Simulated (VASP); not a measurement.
Input of a VASP 6.6.1 run:

Contents of INCAR:

```
PREC = Accurate
ENCUT = 520
EDIFF = 1E-6
ISMEAR = 0
SIGMA = 0.15
LREAL = F
LASPH = T
NELM = 100
ALGO = Normal
ISIF = 2
LWAVE = F
LCHARG = F
GGA = PE
IVDW = 12
NBANDS = 11
```

File KPOINTS:

```
regular mesh
0
Gamma
  21 21 12
```

File POSCAR:

```
C
1.0
    2.5262765552      0.0000000000      0.0000000000
   -1.2631382776      2.1878196737      0.0000000000
    0.0000000000      0.0000000000      3.6612690175
C
2
Direct
    0.3239632741      0.6479265481      0.0000000000
    0.6760367259      0.3520734519      0.0000000000
```

Potentials or basis: VASP PAW PBE potentials, release 64 (C).

The run is started by

```bash
$ cat potpaw_PBE.64/C/POTCAR > POTCAR
$ mpirun -np 1 vasp_std > vasp.out
```

Question: Estimate the dispersion energy per atom.

Answer: -0.138 eV.

Question: Predict the largest force.

Answer: 3.312 eV/Å.

Question: What does it give for the pressure?

Answer: -15.1 GPa.

Forces on the atoms (eV/Å):
```
C    0.000  3.312  0.000
C    0.000 -3.312  0.000
```

Caveat: forces of over 1 eV/Å act on the atoms, so gaps and moduli don't describe the material at rest.
